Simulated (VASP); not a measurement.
Runs of VASP 6.6.1 on La. The structure is that of space group Pm-3m (No. 221), or close to it. The cells are those of the table. 

| cell | k mesh | gap on the mesh (eV) | pressure (GPa) |
| --- | --- | --- | --- |
| a = 3.573 Å, 1 atom | 10 × 10 × 10 | none | (b) |
| a = 3.530 Å, 1 atom | 10 × 10 × 10 | none | -1.3 |
| a = 3.394 Å, 1 atom | 10 × 10 × 10 | none | 0.8 |
| a = 3.297 Å, 1 atom | 10 × 10 × 10 | none | 3.1 |
| a = 3.486 Å, 1 atom | 10 × 10 × 10 | none | -0.7 |
| a = 3.441 Å, 1 atom | 15 × 15 × 15 | none | (a) |
| a = 3.441 Å, 1 atom | 10 × 10 × 10 | none | -0.1 |
| a = 3.347 Å, 1 atom | 10 × 10 × 10 | none | 1.8 |

Alike in all rows: task single point; level BLYP; potentials or basis VASP PAW PBE potentials, release 64 (La); no spin polarisation; cutoff (eV) 520; smearing fermi-dirac 0.1 eV.

Task: Fill in the values left out.

Result: (a) 0.0; (b) -1.8.

Caveats: the PAW data sets were made with another functional, which shifts forces and pressure a little; spin-orbit coupling is left out, which moves the levels of the heavy elements.

A k mesh can miss the band edges, and the runs leave out spin-orbit coupling on La.

A gap of «none» marks levels without a gap at the run's occupations.
